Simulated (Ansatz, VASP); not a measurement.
P in VASP and in Ansatz

```
P
1.0
     1.65383   -5.49841    0.00000
     1.65383    5.49841    0.00000
     0.00000    0.00000    4.54689
P
4
Direct
  0.09551 0.90449 0.91181
  0.59551 0.40449 0.58819
  0.90449 0.09551 0.08819
  0.40449 0.59551 0.41181
```

Alike in both runs: task single point; functional r2SCAN; k mesh 10 × 10 × 7; occupations fermi-dirac, width 0.03 eV; no spin polarisation.

```csv
,VASP,Ansatz
version,VASP 6.6.1,Ansatz 0.2.0
potentials or method,"VASP PAW PBE potentials, release 64 (P), cutoff 520 eV","plane waves (500 eV) with PAW, scalar-relativistic"
valence electrons in the cell,20,20
```

```tsv
	VASP	Ansatz	Ansatz less VASP
pressure (GPa)	-0.7	-0.1	+0.62
traceless stress, the component that is largest in VASP (GPa)	0.38	0.28	-0.098
```

VASP's potentials were made for PBE, not for r2SCAN.
